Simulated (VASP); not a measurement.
Here is a VASP 6.6.1 calculation.

The input INCAR:

```
SYSTEM = CaSe
PREC = Accurate
ENCUT = 520
EDIFF = 1E-6
ISMEAR = -1
SIGMA = 0.05
LREAL = .FALSE.
LASPH = .TRUE.
NELM = 60
ALGO = Normal
ISIF = 2
LWAVE = .FALSE.
LCHARG = .FALSE.
GGA = CA
NBANDS = 15
```

File KPOINTS:

```
Automatic mesh
0
G
  8 8 8
  0 0 0
```

Contents of POSCAR:

```
CaSe
1.0
    0.0000000000      2.9560000000      2.9560000000
    2.9560000000      0.0000000000      2.9560000000
    2.9560000000      2.9560000000      0.0000000000
Se Ca
1 1
Direct
    0.5000000000      0.5000000000      0.5000000000
    0.0000000000      0.0000000000      0.0000000000
```

Potentials or basis: VASP PAW LDA potentials, release 64 (Se, Ca_sv).

The run is started by

```sh
$ cat potpaw_LDA.64/Se/POTCAR potpaw_LDA.64/Ca_sv/POTCAR > POTCAR
$ mpirun -np 1 vasp_std > vasp.out
```

Task: Estimate the pressure.

Result: -2.9 GPa.

Task: Estimate the band gap on the k mesh.

Result: 1.86 eV (least direct gap 2.80 eV).

A k mesh can miss the band edges. Expect the measured gap to be larger: semilocal functionals such as LDA lack the derivative discontinuity.
